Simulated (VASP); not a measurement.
# SiC: single point with r2SCAN

The system is SiC.

```xyz
4
Lattice="3.2597 0.0000 0.0000 -1.6299 2.8230 0.0000 0.0000 0.0000 5.0482" Properties=species:S:1:pos:R:3 pbc="T T T"
Si    0.0000    1.8820    0.0232
Si    1.6299    0.9410    2.5473
C     0.0000    1.8820    1.9203
C     1.6299    0.9410    4.4444
```

This cell differs from its parent crystal: strain +0.0600 x Voigt [1, 1, 0, 0, 0, 0].

```yaml
Program: VASP 6.6.1
Task: single point
Functional: r2SCAN
Potentials_or_basis: VASP PAW PBE potentials, release 64 (Si, C)
Cutoff: 520 eV
k_mesh: 12 × 12 × 6
Occupations: gaussian, width 0.05 eV
Spin: no spin polarisation
Dipole_correction: no
Further_INCAR_settings: ALGO = Normal; EDIFF = 1e-06; NBANDS = 16
```

```json
{
 "Pressure": "-20.5 GPa",
 "Largest force": "0.319 eV/Å",
 "Band gap on the k mesh": "2.55 eV, indirect (least direct gap 3.47 eV)"
}
```

Forces in eV/Å, atoms in the order of the input:
```
Si   0.000  0.000 -0.319
Si   0.000  0.000 -0.319
C    0.000  0.000  0.319
C    0.000  0.000  0.319
```

Stress tensor (GPa, compression positive):
```
-29.35   0.00   0.00
  0.00 -29.35   0.00
  0.00   0.00  -2.72
```

Levels at points of the mesh, in eV from the valence-band top:
| k point | band 6 | band 7 | band 8 | band 9 | band 10 | band 11 |
| --- | --- | --- | --- | --- | --- | --- |
| (0.00, 0.00, 0.00) | -0.04 | -0.04 | 0.00 | 3.47 | 5.56 | 6.03 |
| (0.50, 0.00, 0.00) | -3.52 | -3.14 | -1.10 | 2.55 | 4.80 | 6.49 |
| (0.00, 0.00, 0.50) | -0.94 | -0.94 | -0.94 | 4.79 | 4.79 | 6.85 |
| (0.50, 0.00, 0.50) | -2.54 | -2.10 | -2.10 | 3.45 | 3.45 | 5.61 |

It took 100 s on 1 thread of AMD EPYC 9R45 96-Core Processor (Zen 5) (shared host), peak memory 0.16 GiB.

Caveat: the cell differs from its parent crystal (strain +0.0600 x Voigt [1, 1, 0, 0, 0, 0]); the PAW data sets were made with another functional, which shifts forces and pressure a little. A k mesh can miss the band edges.
